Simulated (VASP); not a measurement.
# Pt (P6/mmm) in VASP: further runs, part 2 of 2

VASP 6.6.1. The steps go on from the part before.

## 3. Single point, PBE, collinear spin, ferromagnetic start

This run uses another cell than the first one, of 16.03 Å³/atom, 0.893 times its volume.

Input file INCAR:

```
  PREC = Accurate
  ENCUT = 520
  EDIFF = 1E-7
  ISMEAR = -1
  SIGMA = 0.05
  LREAL = F
  LASPH = T
  NELM = 150
  ALGO = Normal
  ISIF = 2
  LWAVE = F
  LCHARG = F
  ISPIN = 2
  MAGMOM = 1 1 1
  LORBIT = 11
  LMAXMIX = 4
  GGA = PE
  NBANDS = 26
```

Input file KPOINTS:

```
regular mesh
0
Gamma
  8 8 12
```

Input file POSCAR:

```
Pt
1.0
    4.5356557426      0.0000000000      0.0000000000
   -2.2678278713      3.9279930959      0.0000000000
    0.0000000000      0.0000000000      2.6987837359
Pt
3
Direct
    1.0000000000      0.0000000000      1.0000000000
    0.3333333333      0.6666666667      0.5000000000
    0.6666666667      0.3333333333      0.5000000000
```

Potentials or basis: VASP PAW PBE potentials, release 64 (Pt).

On the command line:

```
$ cat potpaw_PBE.64/Pt/POTCAR > POTCAR
$ mpirun -np 1 vasp_std > vasp.out
```

OUTCAR:

```text
PREC = Accurate
   ENCUT = 520
   EDIFF = 1E-7
   ISMEAR = -1
   LREAL = F
   LASPH = T
   NELM = 150
   ISIF = 2
   ISPIN = 2
   LORBIT = 11
   GGA = PE

 ion  position               nearest neighbor table
   1  0.000  0.000  0.000-   2 2.95   3 2.95   2 2.95   3 2.95   2 2.95   2 2.95   3 2.95   3 2.95
                             3 2.95   3 2.95   2 2.95   2 2.95
   2  0.333  0.667  0.500-   3 2.62   3 2.62   3 2.62   1 2.95   1 2.95   1 2.95   1 2.95   1 2.95
                             1 2.95
   3  0.667  0.333  0.500-   2 2.62   2 2.62   2 2.62   1 2.95   1 2.95   1 2.95   1 2.95   1 2.95
                             1 2.95

  LATTYP: Found a hexagonal cell.
 ALAT       =     4.5356557426
 C/A-ratio  =     0.5950151178

[... 1617 lines left out ...]
      direct lattice vectors                 reciprocal lattice vectors
     4.535655743  0.000000000  0.000000000     0.220475287  0.127291466  0.000000000
    -2.267827871  3.927993096  0.000000000     0.000000000  0.254582932  0.000000000
     0.000000000  0.000000000  2.698783736     0.000000000  0.000000000  0.370537286

 POSITION                                       TOTAL-FORCE (eV/Angst)
 -----------------------------------------------------------------------------------
      0.00000      0.00000      0.00000         0.000000     -0.000000      0.000000
     -0.00000      2.61866      1.34939         0.000000     -0.000000     -0.000000
      2.26783      1.30933      1.34939        -0.000000      0.000000      0.000000
 -----------------------------------------------------------------------------------
    total drift:                                0.000000      0.000000     -0.000000

  FREE ENERGIE OF THE ION-ELECTRON SYSTEM (eV)
  ---------------------------------------------------
  free  energy   TOTEN  =       -17.8954210384 eV

  energy  without entropy=      -17.8460654890  energy(sigma->0) =      -17.87074326

 total charge

# of ion       s       p       d       tot
------------------------------------------
    1        0.584   0.493   8.036   9.113
    2        0.648   0.560   8.022   9.231
    3        0.648   0.560   8.022   9.231
--------------------------------------------------
tot          1.881   1.614  24.081  27.575

 magnetization (x)

# of ion       s       p       d       tot
------------------------------------------
    1        0.000   0.000   0.000   0.000
    2        0.000   0.000   0.000   0.000
    3        0.000   0.000   0.000   0.000
--------------------------------------------------
tot          0.000   0.000   0.000   0.000
```

OSZICAR:

```text
N       E                     dE             d eps       ncg     rms          rms(c)
DAV:   1     0.172010054694E+03    0.17201E+03   -0.14543E+04  7328   0.108E+03
DAV:   2    -0.143108541807E+02   -0.18632E+03   -0.17271E+03  7814   0.256E+02
DAV:   3    -0.187525224640E+02   -0.44417E+01   -0.43603E+01  8522   0.389E+01
DAV:   4    -0.187833894698E+02   -0.30867E-01   -0.30859E-01  8606   0.349E+00
DAV:   5    -0.187837320881E+02   -0.34262E-03   -0.34261E-03  8626   0.390E-01    0.196E+01
DAV:   6    -0.179881360502E+02    0.79560E+00   -0.15769E+00  7662   0.910E+00    0.105E+01
DAV:   7    -0.179293351557E+02    0.58801E-01   -0.36952E-01  8190   0.427E+00    0.504E+00
DAV:   8    -0.179281462110E+02    0.11889E-02   -0.36641E-01  7572   0.453E+00    0.317E+00
DAV:   9    -0.178995480602E+02    0.28598E-01   -0.17399E-01  7488   0.296E+00    0.145E+00
DAV:  10    -0.178953106722E+02    0.42374E-02   -0.13659E-02  7768   0.864E-01    0.190E-01
DAV:  11    -0.178953365321E+02   -0.25860E-04   -0.30432E-04  8250   0.115E-01    0.586E-02
DAV:  12    -0.178953787965E+02   -0.42264E-04   -0.22725E-05  8266   0.300E-02    0.637E-02
DAV:  13    -0.178953973771E+02   -0.18581E-04   -0.85448E-06  8098   0.182E-02    0.398E-02
DAV:  14    -0.178954147951E+02   -0.17418E-04   -0.98524E-06  7776   0.193E-02    0.285E-02
DAV:  15    -0.178954185543E+02   -0.37592E-05   -0.29325E-06  8002   0.107E-02    0.160E-02
DAV:  16    -0.178954203737E+02   -0.18194E-05   -0.12294E-06  7940   0.697E-03    0.928E-03
DAV:  17    -0.178954210044E+02   -0.63068E-06   -0.11461E-06  7708   0.664E-03    0.186E-03
DAV:  18    -0.178954210384E+02   -0.34032E-07   -0.68264E-08  3828   0.160E-03
   1 F= -.17895421E+02 E0= -.17870743E+02  d E =-.493555E-01  mag=     0.0003
```

Run time: 5.3 min. Hardware: 1 thread of AMD EPYC 7R13, shared host; peak memory 0.24 GiB.

Results:

| Quantity | Value |
| --- | --- |
| Free energy | -17.8954 eV |
| Pressure | -0.5 GPa |
| Band gap on the k mesh | zero (filled and empty bands overlap) |
| Net moment | 0.00 μB per cell |
| Valence electrons inside the program's atomic spheres | Pt 9.11, 9.23 |

Levels at points of the mesh, in eV from the Fermi level:
Spin up:
| k point | band 12 | band 13 | band 14 | band 15 | band 16 | band 17 | band 18 | band 19 |
| --- | --- | --- | --- | --- | --- | --- | --- | --- |
| (0.00, 0.00, 0.00) | -1.88 | -1.75 | -1.75 | 0.33 | 0.33 | 4.89 | 5.83 | 7.21 |
| (0.50, 0.00, 0.00) | -0.90 | -0.31 | -0.30 | -0.29 | -0.23 | 0.07 | 0.36 | 5.75 |
| (0.00, 0.00, 0.50) | -0.51 | -0.15 | -0.15 | 1.12 | 2.32 | 2.72 | 7.83 | 8.47 |
| (0.50, 0.00, 0.50) | -0.88 | -0.42 | 0.14 | 0.69 | 2.04 | 2.73 | 5.46 | 5.50 |
Spin down:
```csv
k point,band 11,band 12,band 13,band 14,band 15,band 16,band 17,band 18,band 19,band 20
"(0.00, 0.00, 0.00)",-1.88,-1.88,-1.75,-1.75,0.33,0.33,4.89,5.83,7.21,7.21
"(0.50, 0.00, 0.00)",-1.57,-0.90,-0.31,-0.30,-0.29,-0.23,0.07,0.36,5.75,13.23
"(0.00, 0.00, 0.50)",-0.51,-0.51,-0.15,-0.15,1.12,2.32,2.72,7.83,8.47,8.71
"(0.50, 0.00, 0.50)",-1.71,-0.88,-0.42,0.14,0.69,2.04,2.73,5.46,5.50,7.47
```

Caveat: spin-orbit coupling is left out, which moves the levels of the heavy elements.

## 4. Single point, PBE, collinear spin, ferromagnetic start (volume scaled by 0.88)

Input file INCAR:

```
ALGO = Normal ; EDIFF = 1E-7
ENCUT = 520 ; GGA = PE
ISIF = 2 ; ISMEAR = -1
ISPIN = 2 ; LASPH = True
LCHARG = False ; LMAXMIX = 4
LORBIT = 11 ; LREAL = False
LWAVE = False ; MAGMOM = 1 1 1
NBANDS = 26 ; NELM = 150
PREC = Accurate ; SIGMA = 0.05
```

Input file KPOINTS:

```
k-points
0
Gamma
  11 11 15
```

Input file POSCAR:

```
Pt
1.0
    4.3464461980      0.0000000000      0.0000000000
   -2.1732230990      3.7641328237      0.0000000000
    0.0000000000      0.0000000000      2.5862011964
Pt
3
Direct
    1.0000000000      0.0000000000      1.0000000000
    0.3333333333      0.6666666667      0.5000000000
    0.6666666667      0.3333333333      0.5000000000
```

On the command line:

```
$ cat potpaw_PBE.64/Pt/POTCAR > POTCAR
$ mpirun -np 1 vasp_std > vasp.out
```

Wall time 6 min (1 thread of AMD EPYC 7R13, shared host); peak memory 0.28 GiB.

The run converged. Its results:

```yaml
Free_energy: -17.2404 eV
Pressure: 41.6 GPa
Band_gap_on_the_k_mesh: zero (filled and empty bands overlap)
Net_moment: 0.00 μB per cell
Valence_electrons_inside_the_program's_atomic_spheres: Pt 9.44, 9.59
```

Stress tensor (GPa, compression positive):
```
41.36  0.00  0.00
 0.00 41.36  0.00
 0.00  0.00 41.97
```

Levels at points of the mesh, in eV from the Fermi level:
Spin up:
```
           k point  band 11  band 12  band 13  band 14  band 15  band 16  band 17  band 18  band 19  band 20
(0.00, 0.00, 0.00)    -2.33    -2.33    -2.19    -2.19     0.44     0.44     5.57     6.58     7.92     7.92
```
Spin down:
| k point | band 13 | band 14 | band 15 | band 16 | band 17 | band 18 |
| --- | --- | --- | --- | --- | --- | --- |
| (0.00, 0.00, 0.00) | -2.19 | -2.19 | 0.44 | 0.44 | 5.57 | 6.58 |

Caveat: the cell differs from its parent crystal (volume scaled by 0.88); spin-orbit coupling is left out, which moves the levels of the heavy elements.

## 5. Single point, PBE, collinear spin, ferromagnetic start

This run uses another cell than the first one, of 16.03 Å³/atom, 0.893 times its volume.

Input file INCAR:

```
ALGO = Normal
EDIFF = 1E-6
ENCUT = 520
GGA = PE
ISIF = 2
ISMEAR = -1
ISPIN = 2
LASPH = T
LCHARG = F
LMAXMIX = 4
LORBIT = 11
LREAL = F
LWAVE = F
MAGMOM = 1 1 1
NBANDS = 26
NELM = 150
PREC = Accurate
SIGMA = 0.05
```

KPOINTS is that of step 4.

Input file POSCAR:

```
Pt
1.0
    4.5356557426      0.0000000000      0.0000000000
   -2.2678278713      3.9279930959      0.0000000000
    0.0000000000      0.0000000000      2.6987837359
Pt
3
Direct
    1.0000000000      0.0000000000      1.0000000000
    0.3333333333      0.6666666667      0.5000000000
    0.6666666667      0.3333333333      0.5000000000
```

On the command line:

```
$ cat potpaw_PBE.64/Pt/POTCAR > POTCAR
$ mpirun -np 1 vasp_std > vasp.out
```

It took 3.9 min on 1 thread of AMD EPYC 9R14 (Zen 4), shared host; peak memory 0.31 GiB.

Results (log left out):

```
Free energy                                           : -17.8867 eV
Pressure                                              : -0.6 GPa
Band gap on the k mesh                                : zero (filled and empty bands overlap)
Net moment                                            : 0.00 μB per cell
Valence electrons inside the program's atomic spheres : Pt 9.11, 9.23
```

Stress tensor (GPa, compression positive):
```
-0.62  0.00  0.00
 0.00 -0.62  0.00
 0.00  0.00 -0.49
```

Levels at points of the mesh, in eV from the Fermi level:
Spin up:
```csv
k point,band 12,band 13,band 14,band 15,band 16,band 17,band 18,band 19
"(0.00, 0.00, 0.00)",-1.88,-1.75,-1.75,0.32,0.32,4.89,5.83,7.21
```
Spin down:
```tsv
k point	band 13	band 14	band 15	band 16	band 17	band 18
(0.00, 0.00, 0.00)	-1.75	-1.75	0.32	0.32	4.89	5.83
```

Caveat: spin-orbit coupling is left out, which moves the levels of the heavy elements.

## 6. Single point, PBE, collinear spin, ferromagnetic start

This run uses another cell than the first one, of 16.03 Å³/atom, 0.893 times its volume.

Input file INCAR:

```
SYSTEM = Pt
ALGO = Normal
EDIFF = 1E-6
ENCUT = 520
GGA = PE
ISIF = 2
ISMEAR = -1
ISPIN = 2
LASPH = .True.
LCHARG = .True.
LELF = .True.
LMAXMIX = 4
LORBIT = 11
LREAL = .False.
LVHAR = .True.
LWAVE = .False.
MAGMOM = 1 1 1
NBANDS = 26
NELM = 150
PREC = Accurate
SIGMA = 0.05
```

Input file KPOINTS:

```
k-points
0
Gamma
  11 11 15
  0 0 0
```

POSCAR is that of step 5.

Potentials or basis: VASP PAW PBE potentials, release 64 (Pt).

On the command line:

```
$ cat potpaw_PBE.64/Pt/POTCAR > POTCAR
$ mpirun -np 1 vasp_std > vasp.out
```

Wall time 3.9 min (1 thread of AMD EPYC 9R14 (Zen 4), shared host); peak memory 0.31 GiB.

It converged, with:

| Quantity | Value |
| --- | --- |
| Free energy | -17.8867 eV |
| Pressure | -0.6 GPa |
| Band gap on the k mesh | zero (filled and empty bands overlap) |
| Net moment | 0.00 μB per cell |
| Valence electrons inside the program's atomic spheres | Pt 9.11, 9.23 |

Stress tensor (GPa, compression positive):
```
-0.62  0.00  0.00
 0.00 -0.62  0.00
 0.00  0.00 -0.49
```

Levels at points of the mesh, in eV from the Fermi level:
Spin up:
```tsv
k point	band 13	band 14	band 15	band 16	band 17	band 18
(0.00, 0.00, 0.00)	-1.75	-1.75	0.32	0.32	4.89	5.83
```
Spin down:
```tsv
k point	band 13	band 14	band 15	band 16	band 17	band 18
(0.00, 0.00, 0.00)	-1.75	-1.75	0.32	0.32	4.89	5.83
```

Caveat: spin-orbit coupling is left out, which moves the levels of the heavy elements.

## 7. Overview

```csv
cell,k mesh,gap on the mesh (eV),pressure (GPa),moment (μB)
"a = 4.710, b = 4.710, c = 2.803 Å, angles 90.0, 90.0, 120.0°, 3 atoms",9 × 9 × 13,none,-19.7,0.15
"a = 4.536, b = 4.536, c = 2.699 Å, angles 90.0, 90.0, 120.0°, 3 atoms",8 × 8 × 12,none,-0.5,0.00
"a = 4.346, b = 4.346, c = 2.586 Å, angles 90.0, 90.0, 120.0°, 3 atoms",11 × 11 × 15,none,41.6,0.00
"a = 4.536, b = 4.536, c = 2.699 Å, angles 90.0, 90.0, 120.0°, 3 atoms",11 × 11 × 15,none,-0.6,0.00
```

Alike in all rows: task single point; level PBE; potentials or basis VASP PAW PBE potentials, release 64 (Pt); spin collinear, ferromagnetic start; cutoff (eV) 520; smearing fermi-dirac 0.05 eV.

Caveats: spin-orbit coupling is left out, which moves the levels of the heavy elements.

Total energies depend on the potentials used, so only differences within one code and one set of settings carry meaning.
